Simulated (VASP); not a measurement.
# Al in VASP: single point with r2SCAN

Aim: the single point of Al with r2SCAN.

Everything below comes from runs of VASP 6.6.1. Logs are shortened: lines on timing, memory, paths and dates and some standing lists are left out, and cuts for length are marked.

### Step 1. The cell of the first run

The typed cell holds 3 atoms: a = 4.363 Å, b = 4.363 Å, c = 2.996 Å, α = 90.00°, β = 90.00°, γ = 120.00°.

### Step 2. Single point, r2SCAN

File POSCAR:

```
Al
1.0
    4.3633838318      0.0000000001      0.0000000000
   -2.1816919160      3.7788012448      0.0000000000
    0.0000000000      0.0000000000      2.9959186216
Al
3
Direct
    0.3334035104      0.0000000000      0.3333333333
    0.0000000000      0.3334035104      0.6666666667
    0.6665964896      0.6665964896      0.0000000000
```

File INCAR.step1:

```
ALGO     = Normal         # electronic algorithm
EDIFF    = 1E-4           # SCF threshold, eV
ENCUT    = 520            # plane-wave cutoff, eV
GGA      = PE             # functional
ISMEAR   = 0              # smearing method
LASPH    = True           # aspherical terms in the spheres
LCHARG   = False          # write CHGCAR
LREAL    = False          # projectors in reciprocal space
LWAVE    = True           # write WAVECAR
NBANDS   = 12             # bands
NELM     = 60             # most SCF steps
PREC     = Accurate       # precision mode
SIGMA    = 0.1            # smearing width, eV
```

File INCAR.step2:

```
ALGO     = Normal         # electronic algorithm
EDIFF    = 1E-6           # SCF threshold, eV
ENCUT    = 520            # plane-wave cutoff, eV
ISIF     = 2              # what is computed and relaxed
ISMEAR   = 0              # smearing method
ISTART   = 1            
LASPH    = True           # aspherical terms in the spheres
LCHARG   = False          # write CHGCAR
LMIXTAU  = True         
LREAL    = False          # projectors in reciprocal space
LWAVE    = False          # write WAVECAR
METAGGA  = R2SCAN         # meta-GGA
NBANDS   = 12             # bands
NELM     = 60             # most SCF steps
PREC     = Accurate       # precision mode
SIGMA    = 0.1            # smearing width, eV
```

File KPOINTS:

```
k-points
0
Gamma
  6 6 4
```

Potentials or basis: VASP PAW PBE potentials, release 64 (Al).

Launch:

```
> cat potpaw_PBE.64/Al/POTCAR > POTCAR
> cp INCAR.step1 INCAR
> mpirun -np 1 vasp_std > vasp.out
> cp INCAR.step2 INCAR
> mpirun -np 1 vasp_std > vasp.out
```

OUTCAR:

```text
EDIFF = 1E-6
   ENCUT = 520
   ISIF = 2
   ISMEAR = 0
   ISTART = 1
   LASPH = True
   LREAL = False
   METAGGA = R2SCAN
   NELM = 60
   PREC = Accurate

 ion  position               nearest neighbor table
   1  0.333  0.000  0.333-   3 2.71   3 2.71   2 2.71   2 2.71   3 2.71   2 2.71   2 3.21   2 3.21
                             3 3.21   3 3.21   2 3.22   3 3.22
   2  0.000  0.333  0.667-   3 2.71   3 2.71   1 2.71   1 2.71   3 2.71   1 2.71   1 3.21   1 3.21
                             3 3.21   3 3.21   1 3.22   3 3.22
   3  0.667  0.667  0.000-   2 2.71   2 2.71   1 2.71   1 2.71   1 2.71   2 2.71   2 3.21   2 3.21
                             1 3.21   1 3.21   1 3.22   2 3.22

  LATTYP: Found a hexagonal cell.
 ALAT       =     4.3633838318
 C/A-ratio  =     0.6866044192

  Lattice vectors:

 A1 = (   4.3633838318,   0.0000000001,   0.0000000000)
 A2 = (  -2.1816919160,   3.7788012448,   0.0000000000)
 A3 = (   0.0000000000,   0.0000000000,   2.9959186216)

Analysis of symmetry for initial positions (statically):
=====================================================================
 Subroutine PRICEL returns:
 Original cell was already a primitive cell.

 Routine SETGRP: Setting up the symmetry group for a
 hexagonal supercell.

 Subroutine GETGRP returns: Found  6 space group operations
 (whereof  2 operations were pure point group operations)
 out of a pool of 24 trial point group operations.

The static configuration has the point symmetry C_2 .
 The point group associated with its full space group is D_3 .

Analysis of symmetry for dynamics (positions and initial velocities):
=====================================================================
 Subroutine PRICEL returns:
 Original cell was already a primitive cell.

 Routine SETGRP: Setting up the symmetry group for a
 hexagonal supercell.

 Subroutine GETGRP returns: Found  6 space group operations
 (whereof  2 operations were pure point group operations)
 out of a pool of 24 trial point group operations.

The dynamic configuration has the point symmetry C_2 .
 The point group associated with its full space group is D_3 .

 Subroutine INISYM returns: Found  6 space group operations
 (whereof  2 operations are pure point group operations),
 and found     1 'primitive' translations

----------------------------------------------------------------------------------------

                                     Primitive cell

  volume of cell :      49.3978

  direct lattice vectors                    reciprocal lattice vectors
     4.363383832  0.000000000  0.000000000     0.229179930  0.132317094  0.000000000
    -2.181691916  3.778801245  0.000000000    -0.000000000  0.264634188  0.000000000
     0.000000000  0.000000000  2.995918622     0.000000000  0.000000000  0.333787438

  length of vectors
     4.363383832  4.363383832  2.995918622     0.264634188  0.264634188  0.333787438

  position of ions in fractional coordinates (direct lattice)
     0.333403510  0.000000000  0.333333333
     0.000000000  0.333403510  0.666666667
     0.666596490  0.666596490  0.000000000

  ion indices of the primitive-cell ions
   primitive index   ion index
                 1           1
                 2           2
                 3           3

----------------------------------------------------------------------------------------

 KPOINTS: k-points

Automatic generation of k-mesh.
 Grid dimensions read from file:
 generate k-points for:    6    6    4

 Generating k-lattice:

  Cartesian coordinates                     Fractional coordinates (reciprocal lattice)
     0.038196655  0.022052849  0.000000000     0.166666667  0.000000000  0.000000000
    -0.000000000  0.044105698  0.000000000     0.000000000  0.166666667  0.000000000
     0.000000000  0.000000000  0.083446859     0.000000000  0.000000000  0.250000000

  Length of vectors
     0.044105698  0.044105698  0.083446859

  Shift w.r.t. Gamma in fractional coordinates (k-lattice)
     0.000000000  0.000000000  0.000000000

 Subroutine IBZKPT returns following result:
 ===========================================

 Found     24 irreducible k-points:

 Following reciprocal coordinates:
            Coordinates               Weight
  0.000000  0.000000  0.000000      1.000000
  0.166667  0.000000  0.000000      6.000000
  0.333333  0.000000  0.000000      6.000000
  0.500000  0.000000  0.000000      3.000000
  0.166667  0.166667  0.000000      6.000000
  0.333333  0.166667  0.000000     12.000000
[... 16 lines left out ...]
  0.333333  0.166667  0.500000     12.000000
  0.333333  0.333333  0.500000      2.000000
   k-points           NKPTS =     24   k-points in BZ     NKDIM =     24   number of bands    NBANDS=     12
   number of dos      NEDOS =    301   number of ions     NIONS =      3
   total plane-waves  NPLWV =  24576
   dimension x,y,z NGX =    32 NGY =   32 NGZ =   24
   dimension x,y,z NGXF=    64 NGYF=   64 NGZF=   48
   ions per type =               3
   NGX,Y,Z   is equivalent  to a cutoff of  12.19, 12.19, 13.32 a.u.
   NGXF,Y,Z  is equivalent  to a cutoff of  24.38, 24.38, 26.64 a.u.
 SYSTEM =  unknown system
   PREC   = accura    normal or accurate (medium, high low for compatibility)
   ISTART =      1    job   : 0-new  1-cont  2-samecut
   ICHARG =      0    charge: 1-file 2-atom 10-const
   ISPIN  =      1    spin polarized calculation?
   LNONCOLLINEAR =      F non collinear calculations
   LSORBIT =      F    spin-orbit coupling
   LASPH  =      T    aspherical Exc in radial PAW
   ENCUT  =  520.0 eV  38.22 Ry    6.18 a.u.   8.11  8.11  5.57*2*pi/ulx,y,z
   NELM   =     60;   NELMIN=  2; NELMDL=  0     # of ELM steps
   EDIFF  = 0.1E-05   stopping-criterion for ELM
   LREAL  =      F    real-space projection
   EDIFFG = 0.1E-04   stopping-criterion for IOM
   NSW    =      0    number of steps for IOM
   IBRION =     -1    ionic relax: 0-MD 1-quasi-New 2-CG
   NFREE  =      0    steps in history (QN), initial steepest desc. (CG)
   ISIF   =      2    stress and relaxation
   ISYM   =      2    0-nonsym 1-usesym 2-fastsym
   POTIM  = 0.5000    time-step for ionic-motion
   TEBEG  =    0.0;   TEEND  =   0.0 temperature during run
   PSTRESS=    0.0 pullay stress
   NELECT =       9.0000    total number of electrons
   NUPDOWN=      -1.0000    fix difference up-down
   EMIN   =  10.00;   EMAX   =-10.00  energy-range for DOS
   EFERMI =   0.00;   METHOD = LEGACY
   ISMEAR =     0;   SIGMA  =   0.10  broadening in eV -4-tet -1-fermi 0-gaus
   EFERMI_NEDOS =   21; number of points for ismear=-14 and -15
   IALGO  =     38    algorithm
   IMIX   =      4    mixing-type and parameters
     AMIX     =   0.40;   BMIX     =  1.00
     AMIX_MAG =   1.60;   BMIX_MAG =  1.00
  volume/ion in A,a.u.               =      16.47       111.12
  Fermi-wavevector in a.u.,A,eV,Ry     =   0.928082  1.753821 11.719199  0.861337
  Thomas-Fermi vector in A             =   2.054221
   LORBIT       =      0    0 simple, 1 ext, 2 COOP (PROOUT), +10 PAW based schemes
   METAGGA = R2SCAN    functional components
   LHFCALC =     F    Hartree Fock is set to
   AEXX    =    0.0000 exact exchange contribution
   IVDW    =     0    specifies the selected vdW correction
   LEPSILON=     F    determine dielectric tensor
   LRPA    =     F    only Hartree local field effects (RPA)
 non-spin polarized calculation
 Gauss-broadening in eV      SIGMA  =   0.10
  energy-cutoff  :      520.00
  volume of cell :       49.40
 maximum number of plane-waves:      1346
   NGX = 17   NGY = 17   NGZ = 11

 number of electron       9.0000000 magnetization

 Free energy of the ion-electron system (eV)
  ---------------------------------------------------
  ext. energy  EPLUGINS =         0.00000000
  ---------------------------------------------------
  free energy    TOTEN  =       -19.62837407 eV

  energy without entropy =      -19.62557730  energy(sigma->0) =      -19.62697569

 E-fermi :   7.9086     XC(G=0): -10.9277

 val. band max:        7.7955771683   @ k =  -0.1667   0.5000   0.2500
 cond. band min:       8.0629115085   @ k =   0.3333   0.0000   0.5000
 fundamental gap:      0.2673343402
 Fermi energy:         7.9085553547

 k-point     1 :       0.0000    0.0000    0.0000
  band No.  band energies     occupation
      1      -3.8311      2.00000
      2       6.2791      2.00000
      3       6.2810      2.00000
      4       6.2810      2.00000
      5       6.2828      2.00000
      6       8.2172      0.00001
      7       8.2172      0.00001
      8      12.9785      0.00000
      9      12.9785      0.00000
     10      20.8207      0.00000
     11      20.8207      0.00000
     12      22.1630      0.00000

 k-point     2 :       0.1667    0.0000    0.0000
  band No.  band energies     occupation
      1      -3.5249      2.00000
      2       3.5891      2.00000
      3       4.8643      2.00000
      4       5.9053      2.00000
      5       8.2634      0.00000
      6       9.7243      0.00000
      7      10.7931      0.00000
      8      13.2481      0.00000
      9      13.2482      0.00000
     10      19.1245      0.00000
     11      19.8637      0.00000
     12      20.2710      0.00000

 k-point     3 :       0.3333    0.0000    0.0000
  band No.  band energies     occupation
      1      -2.6105      2.00000
      2       0.9831      2.00000
      3       4.0147      2.00000
      4       5.0871      2.00000
      5      10.8024      0.00000
      6      12.1687      0.00000
      7      13.9789      0.00000
      8      14.0478      0.00000
      9      14.6125      0.00000
     10      17.0762      0.00000
     11      17.2326      0.00000
     12      18.2485      0.00000
[... 286 lines left out ...]
 k-point    23 :       0.3333    0.1667    0.5000
  band No.  band energies     occupation
      1       2.5606      2.00000
      2       2.5686      2.00000
      3       4.3041      2.00000
      4       4.3534      2.00000
      5       6.0529      2.00000
      6       6.0592      2.00000
      7      11.1238      0.00000
      8      11.2651      0.00000
      9      14.3778      0.00000
     10      15.1573      0.00000
     11      18.3707      0.00000
     12      18.5355      0.00000

 k-point    24 :       0.3333    0.3333    0.5000
  band No.  band energies     occupation
      1       3.8408      2.00000
      2       3.8418      2.00000
      3       3.8418      2.00000
      4       4.2389      2.00000
      5       4.2401      2.00000
      6       4.2401      2.00000
      7      13.3394      0.00000
      8      13.3394      0.00000
      9      13.3394      0.00000
     10      15.8043      0.00000
     11      15.8062      0.00000
     12      15.8062      0.00000

------------------------ aborting loop because EDIFF is reached ----------------------------------------

  FORCE on cell =-STRESS in cart. coord.  units (eV):
  Direction    XX          YY          ZZ          XY          YZ          ZX
  --------------------------------------------------------------------------------------
  -------------------------------------------------------------------------------------
  Total       -0.0696082     -0.0696082     -0.0514620      0.0000000      0.0000000     -0.0000000
  in kB       -2.2576870     -2.2576870     -1.6691277      0.0000000      0.0000000     -0.0000000
  external PRESSURE =      -2.0615006 kB  Pullay stress =       0.0000000 kB

 VOLUME and BASIS-vectors are now :
 -----------------------------------------------------------------------------
  energy-cutoff  :      520.00
  volume of cell :       49.40
      direct lattice vectors                 reciprocal lattice vectors
     4.363383832  0.000000000  0.000000000     0.229179930  0.132317094  0.000000000
    -2.181691916  3.778801245  0.000000000    -0.000000000  0.264634188  0.000000000
     0.000000000  0.000000000  2.995918622     0.000000000  0.000000000  0.333787438

 POSITION                                       TOTAL-FORCE (eV/Angst)
 -----------------------------------------------------------------------------------
      1.45477      0.00000      0.99864        -0.002891     -0.000000     -0.000000
     -0.72738      1.25987      1.99728         0.001446     -0.002504      0.000000
      1.45431      2.51894      0.00000         0.001446      0.002504      0.000000
 -----------------------------------------------------------------------------------
    total drift:                               -0.000002     -0.000003     -0.000000

  FREE ENERGIE OF THE ION-ELECTRON SYSTEM (eV)
  ---------------------------------------------------
  free  energy   TOTEN  =       -19.6283740743 eV

  energy  without entropy=      -19.6255772963  energy(sigma->0) =      -19.62697569
```

It took 22 s on 1 thread of Intel Xeon Platinum 8488C (Sapphire Rapids), shared host; peak memory 0.16 GiB.

Results:

| Property | Result |
| --- | --- |
| Free energy | -19.6284 eV |
| Pressure | -0.2 GPa |

Forces in eV/Å, atoms in the order of the input:
```
Al  -0.003  0.000  0.000
Al   0.001 -0.003  0.000
Al   0.001  0.003  0.000
```

Caveat: the k points lie up to 0.52 Å⁻¹ apart; the PAW data sets were made with another functional, which shifts forces and pressure a little.
